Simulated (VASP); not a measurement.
Write the native input for VASP 6.6.1 that does the following.

```
Task                   : single point
Functional             : RPBE
Potentials or basis    : VASP PAW PBE potentials, release 64 (Ge_d)
Cutoff                 : 520 eV
k mesh                 : 13 × 13 × 13
Occupations            : fermi-dirac, width 0.1 eV
Spin                   : no spin polarisation
Dipole correction      : no
Further INCAR settings : ALGO = Normal; EDIFF = 1e-06; NBANDS = 13
```

The structure of Ge lies in POSCAR:

```
Ge
1.0
    2.7365538132      0.0000000000      0.0000000000
    0.0000000000      2.7365538132      0.0000000000
    0.0000000000      0.0000000000      2.7365538132
Ge
1
Direct
    0.0000000000      0.0000000000      0.0000000000
```

One way to write it, as run:

INCAR

```
SYSTEM = Ge
ALGO = Normal ; EDIFF = 1E-6
ENCUT = 520 ; GGA = RP
ISIF = 2 ; ISMEAR = -1
LASPH = .TRUE. ; LCHARG = .FALSE.
LREAL = .FALSE. ; LWAVE = .FALSE.
NBANDS = 13 ; NELM = 100
PREC = Accurate ; SIGMA = 0.1
```

KPOINTS

```
k-points
0
G
  13 13 13
  0 0 0
```

Potentials or basis: VASP PAW PBE potentials, release 64 (Ge_d).

The run is started by

```bash
$ cat potpaw_PBE.64/Ge_d/POTCAR > POTCAR
$ mpirun -np 1 vasp_std > vasp.out
```

Results of the run:

```
Pressure               : -0.2 GPa
Band gap on the k mesh : zero (band 7 reaches 12.20 eV, above the bottom of band 8 at 3.55 eV)
```

Caveat: the PAW data sets were made with another functional, which shifts forces and pressure a little.

Wall time 23 s on 1 thread of AMD EPYC 7R13 (shared host), peak memory 0.1 GiB.
